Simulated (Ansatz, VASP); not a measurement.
MnS: VASP beside Ansatz

```
Mn S
1.0
     0.00000    2.60450    2.60450
     2.60450    0.00000    2.60450
     2.60450    2.60450    0.00000
Mn S
1 1
Direct
  0.00000 0.00000 0.00000
  0.50000 0.50000 0.50000
```

Alike in both runs: task single point; functional PBE; k mesh 12 × 12 × 12; occupations gaussian, width 0.05 eV; collinear spin.

|  | VASP | Ansatz |
| --- | --- | --- |
| version | VASP 6.6.1 | Ansatz 0.2.0 |
| potentials or method | VASP PAW PBE potentials, release 64 (Mn_pv, S), cutoff 520 eV | scalar-relativistic, plane waves, PAW |
| valence electrons in the cell | 19 | 21 |

VASP gave:

| Item | Value |
| --- | --- |
| gap on the k mesh at the Fermi level (eV) | none |
| pressure (GPa) | -2.6 |
| net moment per atom (μB) | 2.37 |
| size of the moment on the site where the two differ most (μB) | 4.27 |

Task: Which values does Ansatz return?

Result: gap on the k mesh at the Fermi level (eV): none; pressure (GPa): -2.6; net moment per atom (μB): 2.37; size of the moment on the site where the two differ most (μB): 4.22.

Site moments also hang on the region over which each program counts them. A gap of «none» marks a metal or a gap that the smearing closes. VASP's potentials hold 19 valence electrons a cell and Ansatz's 21, so a difference there can come from the potentials and not from the codes.
